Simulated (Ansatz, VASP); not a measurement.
# ZnS in VASP and in Ansatz

```
CELL_PARAMETERS angstrom
3.80672 0.00000 0.00000
-1.90336 3.29672 0.00000
0.00000 0.00000 6.24574
ATOMIC_POSITIONS crystal
Zn 0.33333 0.66667 0.00539
Zn 0.66667 0.33333 0.50539
S 0.35698 0.69031 0.37961
S 0.66667 0.33333 0.87961
```

Alike in both runs: task single point; functional r2SCAN; k mesh 6 × 6 × 4; occupations gaussian, width 0.05 eV; no spin polarisation.

|  | VASP | Ansatz |
| --- | --- | --- |
| version | VASP 6.6.1 | Ansatz 0.2.0 |
| potentials or method | VASP PAW PBE potentials, release 64 (Zn, S), cutoff 520 eV | scalar-relativistic, plane waves, PAW |
| valence electrons in the cell | 36 | 36 |

|  | VASP | Ansatz | Ansatz less VASP |
| --- | --- | --- | --- |
| gap on the k mesh at the Fermi level (eV) | 2.77 | 2.76 | -0.010 |
| least direct gap on the mesh (eV) | 2.77 | 2.76 | -0.010 |
| pressure (GPa) | 0.2 | 0.1 | -0.07 |
| traceless stress, the component that is largest in VASP (GPa) | 1.12 | 1.11 | -0.014 |
| rms of the force components (eV/Å) | 0.234 | 0.233 | -0.0007 |

VASP's potentials were made for PBE, not for r2SCAN. Atom by atom the forces differ by 0.002 eV/Å (rms over components). With one functional, cell and mesh, what is left measures potentials, basis and numerics.
